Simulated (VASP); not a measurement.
Input of a VASP 6.6.1 run:

INCAR

```
ALGO     = Normal         # electronic algorithm
EDIFF    = 1E-6           # SCF threshold, eV
ENCUT    = 520            # plane-wave cutoff, eV
GGA      = PE             # functional
ISIF     = 2              # what is computed and relaxed
ISMEAR   = 0              # smearing method
ISPIN    = 2              # spin polarisation
IVDW     = 12             # dispersion correction
LASPH    = T              # aspherical terms in the spheres
LCHARG   = T              # write CHGCAR
LELF     = T              # ELF
LORBIT   = 11             # projections on sites
LREAL    = Auto         
LVHAR    = T            
LWAVE    = F              # write WAVECAR
MAGMOM   = 0 0 0 0 0 0 0 0 0 0 0 0 0 0 0 0 1 # initial moments
NBANDS   = 53             # bands
NELM     = 150            # most SCF steps
PREC     = Accurate       # precision mode
SIGMA    = 0.02           # smearing width, eV
```

File KPOINTS:

```
k-points
0
Gamma
  2 2 2
```

The input POSCAR:

```
Si16O
1.0
    0.0000000000      5.4300000000      5.4300000000
    5.4300000000      0.0000000000      5.4300000000
    5.4300000000      5.4300000000      0.0000000000
Si O
16 1
Direct
    0.0003627576      0.0113083186     -0.0057351449
    0.1251877129      0.1211390416      0.1328572873
   -0.0253555861      0.0084405127      0.5088541773
    0.1256947437      0.1211742906      0.6210328018
    0.0002755513      0.4943818622     -0.0057667529
    0.0874438362      0.6376795061      0.1374083631
    0.0004859243      0.4944339599      0.5110282465
    0.1256952315      0.6325003502      0.6210102101
    0.4948544370     -0.0221714035      0.0498702691
    0.6304704211      0.1575271173      0.1059733554
    0.4952680734     -0.0222537689      0.4775612443
    0.6024883435      0.1326530606      0.6326080282
    0.4607281835      0.5132983277      0.0129523715
    0.6303430313      0.6064350419      0.1059875216
    0.4952577980      0.5498612617      0.4775605717
    0.6304831557      0.6063740543      0.6572410781
    0.5088423650      0.8307256770      0.3301305518
```

Potentials or basis: VASP PAW PBE potentials, release 64 (Si, O).

Launch:

```console
$ cat potpaw_PBE.64/Si/POTCAR potpaw_PBE.64/O/POTCAR > POTCAR
$ mpirun -np 1 vasp_std > vasp.out
```

Q: What does it give for the dispersion energy per atom?

A: -0.312 eV.

Q: Predict the pressure.

A: 1.5 GPa.

Forces in eV/Å, atoms in the order of the input:
```
Si   0.001  0.002 -0.002
Si  -0.005 -0.002  0.006
Si  -0.005 -0.004  0.005
Si   0.003 -0.001 -0.001
Si   0.004  0.002 -0.002
Si  -0.001  0.003  0.001
Si   0.002 -0.003 -0.004
Si   0.001 -0.001 -0.003
Si  -0.006 -0.031  0.006
Si   0.003  0.003 -0.005
Si   0.023 -0.003  0.010
Si  -0.006  0.009  0.007
Si   0.001  0.004  0.001
Si   0.004  0.005 -0.002
Si  -0.009 -0.002 -0.022
Si  -0.008  0.000  0.005
O   -0.002  0.020  0.000
```

Caveat: the k points lie up to 0.50 Å⁻¹ apart.
